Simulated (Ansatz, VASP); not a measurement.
CuO: VASP beside Ansatz

INCAR

```
SYSTEM = CuO
ALGO = Normal
EDIFF = 1E-6
ENCUT = 520
GGA = PE
ISIF = 2
ISMEAR = -1
LASPH = .True.
LCHARG = .False.
LREAL = .False.
LWAVE = .False.
NBANDS = 16
NELM = 60
PREC = Accurate
SIGMA = 0.08
```

The input KPOINTS:

```
k-points
0
Gamma
  16 16 16
  0 0 0
```

POSCAR

```
CuO
1.0
    0.0000000000      2.1573368487      2.1573368487
    2.1573368487      0.0000000000      2.1573368487
    2.1573368487      2.1573368487      0.0000000000
Cu O
1 1
Direct
    0.0000000000      0.0000000000      0.0000000000
    0.5000000000      0.5000000000      0.5000000000
```

Input for Ansatz:

```yaml
crystal:
  lattice:
    - [0.0, 2.1573368487, 2.1573368487]
    - [2.1573368487, 0.0, 2.1573368487]
    - [2.1573368487, 2.1573368487, 0.0]
  atoms:
    - { symbol: Cu, position: [0.0, 0.0, 0.0] }
    - { symbol: O, position: [0.5, 0.5, 0.5] }
kpoints:
  mp_grid: { grid: [16, 16, 16] }
scf:
  occupations: { method: fermi_dirac, width: 0.08 }
hamiltonian:
  xc: pbe
  pseudopotentials: { kind: all_electron, lapw: { basis_error: 0.0005 } }
output:
  forces: true
  stress: true
  eigenvalues: true
```

Change from the starting cell: volume scaled by 1.05.

Alike in both runs: task single point; functional PBE; k mesh 16 × 16 × 16; occupations fermi-dirac, width 0.08 eV; no spin polarisation.

```csv
,VASP,Ansatz
version,VASP 6.6.1,Ansatz 0.2.0
potentials or method,"VASP PAW PBE potentials, release 64 (Cu, O), cutoff 520 eV","all-electron LAPW, scalar-relativistic"
```

```csv
,VASP,Ansatz,Ansatz less VASP
pressure (GPa),-7.6,-7.7,-0.16
```

Ansatz ran all-electron here, and VASP with PAW potentials.
